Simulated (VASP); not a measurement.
Write the native input for VASP 6.6.1 that does the following.

- Task: single point
- Functional: PBEsol
- Potentials or basis: VASP PAW PBE potentials, release 64 (Ga_d, N)
- Cutoff: 600 eV
- k mesh: 8 × 8 × 8
- Occupations: gaussian, width 0.01 eV
- Spin: no spin polarisation
- Dipole correction: no
- Further INCAR settings: ALGO = Normal; EDIFF = 1e-06; NBANDS = 16

The structure of GaN lies in POSCAR:

```
GaN
1.0
    0.0000000000      2.1493810744      2.1493810744
    2.1493810744      0.0000000000      2.1493810744
    2.1493810744      2.1493810744      0.0000000000
Ga N
1 1
Direct
    0.0000000000      0.0000000000      0.0000000000
    0.5000000000      0.5000000000      0.5000000000
```

One way to write it, as run:

INCAR

```
  PREC = Accurate
  ENCUT = 600
  EDIFF = 1E-6
  ISMEAR = 0
  SIGMA = 0.01
  LREAL = False
  LASPH = True
  NELM = 120
  ALGO = Normal
  ISIF = 2
  LWAVE = False
  LCHARG = False
  GGA = PS
  NBANDS = 16
  GGA_COMPAT = False
```

KPOINTS

```
regular mesh
0
Gamma
  8 8 8
```

Potentials or basis: VASP PAW PBE potentials, release 64 (Ga_d, N).

Command:

```console
$ cat potpaw_PBE.64/Ga_d/POTCAR potpaw_PBE.64/N/POTCAR > POTCAR
$ mpirun -np 1 vasp_std > vasp.out
```

Results of the run:

```json
{
 "Pressure": "-11.1 GPa",
 "Band gap on the k mesh": "0.22 eV, indirect (least direct gap 2.13 eV)"
}
```

Caveat: the PAW data sets were made with another functional, which shifts forces and pressure a little.

Run time: 8 s on 1 thread of Intel(R) Xeon(R) Platinum 8488C (Sapphire Rapids), on a shared host, peak memory 0.14 GiB.
